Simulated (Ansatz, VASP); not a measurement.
SrO2F: VASP beside Ansatz

INCAR

```
  ALGO = Normal
  EDIFF = 1E-6
  ENCUT = 520
  GGA = PE
  ISIF = 2
  ISMEAR = 1
  ISYM = 0
  LASPH = True
  LCHARG = False
  LREAL = False
  LWAVE = False
  NBANDS = 39
  NELM = 60
  PREC = Accurate
  SIGMA = 0.026
```

KPOINTS

```
k-points
0
Gamma
  5 5 3
```

File POSCAR:

```
SrO2F
1.0
    3.9414920000      0.0000000000      0.0000000000
    1.9707460000     -5.7534890000      0.0000000000
    0.0000000000      0.0000000000     -5.7519720000
Sr F O
2 2 4
Direct
    0.3120000000      0.3760000000      0.7500000000
    0.6880000000      0.6240000000      0.2500000000
    0.9840000000      0.0320000000      0.7500000000
    0.0160000000      0.9680000000      0.2500000000
    0.1180000000      0.7640000000      0.0000000000
    0.8820000000      0.2360000000      0.5000000000
    0.8820000000      0.2360000000      0.0000000000
    0.1180000000      0.7640000000      0.5000000000
```

Input for Ansatz:

```yaml
crystal:
  lattice:
    - [3.941492, 0.0, 0.0]
    - [1.970746, -5.753489, 0.0]
    - [0.0, 0.0, -5.751972]
  atoms:
    - { symbol: Sr, position: [0.312, 0.376, 0.75] }
    - { symbol: Sr, position: [0.688, 0.624, 0.25] }
    - { symbol: F, position: [0.984, 0.032, 0.75] }
    - { symbol: F, position: [0.016, 0.968, 0.25] }
    - { symbol: O, position: [0.118, 0.764, 0.0] }
    - { symbol: O, position: [0.882, 0.236, 0.5] }
    - { symbol: O, position: [0.882, 0.236, 0.0] }
    - { symbol: O, position: [0.118, 0.764, 0.5] }
  symmetry: { detect: false }
kpoints:
  mp_grid: { grid: [5, 5, 3], shift: [0, 0, 0] }
magnetization:
  spin_polarized: false
scf:
  occupations: { method: methfessel_paxton, width: 0.026 }
hamiltonian:
  pseudopotentials: { kind: paw }
  xc: pbe
basis:
  ecutwfc: 420
output:
  forces: true
  stress: true
  eigenvalues: true
```

Alike in both runs: task single point; functional PBE; k mesh 5 × 5 × 3; occupations methfessel-paxton of order 1, width 0.026 eV; no spin polarisation.

|  | VASP | Ansatz |
| --- | --- | --- |
| version | VASP 6.6.1 | Ansatz 0.2.0 |
| potentials or method | VASP PAW PBE potentials, release 64 (Sr_sv, F, O), cutoff 520 eV | PAW plane waves |
| valence electrons in the cell | 58 | 58 |

```csv
,VASP,Ansatz,Ansatz less VASP
gap on the k mesh at the Fermi level (eV),none,none,-
pressure (GPa),2.0,1.9,-0.12
"traceless stress, the component that is largest in VASP (GPa)",4.12,4.12,-0.001
rms of the force components (eV/Å),0.765,0.770,+0.0048
```

Atom by atom the forces differ by 0.024 eV/Å (rms over components). A gap of «none» marks a metal or a gap that the smearing closes.

The k mesh is coarse, so the values compare programs but aren't converged.
